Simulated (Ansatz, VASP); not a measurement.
## Ge: VASP beside Ansatz

Contents of INCAR:

```
PREC = Accurate
ENCUT = 500
EDIFF = 1E-6
ISMEAR = 0
SIGMA = 0.1
LREAL = False
LASPH = True
NELM = 120
ALGO = Normal
ISIF = 2
LWAVE = False
LCHARG = True
GGA = PE
LELF = True
LVHAR = True
NBANDS = 13
GGA_COMPAT = False
```

Contents of KPOINTS:

```
regular mesh
0
Gamma
  8 8 8
```

POSCAR

```
Ge
1.0
    0.0000000000      2.2823871100      2.4699523400
    1.8141694800      0.0000000000      2.4699523400
    1.8141694800      2.2823871100      0.0000000000
Ge
1
Direct
    0.0000000000      0.0000000000      0.0000000000
```

Input for Ansatz:

```yaml
crystal:
  lattice:
    - [0.0, 2.28238711, 2.46995234]
    - [1.81416948, 0.0, 2.46995234]
    - [1.81416948, 2.28238711, 0.0]
  atoms:
    - { symbol: Ge, position: [0.0, 0.0, 0.0] }
basis:
  ecutwfc: 420
kpoints:
  mp_grid: { grid: [8, 8, 8] }
hamiltonian:
  xc: pbe
scf:
  occupations: { method: gaussian, width: 0.1 }
  lower_state_search: "off"
output:
  forces: true
  stress: true
  eigenvalues: true
```

Alike in both runs: task single point; functional PBE; k mesh 8 × 8 × 8; occupations gaussian, width 0.1 eV; no spin polarisation.

|  | VASP | Ansatz |
| --- | --- | --- |
| version | VASP 6.6.1 | Ansatz 0.2.0 |
| potentials or method | VASP PAW PBE potentials, release 64 (Ge_d), cutoff 500 eV | scalar-relativistic, plane waves, PAW |
| valence electrons in the cell | 14 | 14 |

```tsv
	VASP	Ansatz	Ansatz less VASP
gap on the k mesh at the Fermi level (eV)	none	none	-
pressure (GPa)	-3.4	-3.2	+0.18
traceless stress, the component that is largest in VASP (GPa)	-2.37	-2.36	+0.006
```

A gap of «none» marks a metal or a gap that the smearing closes.
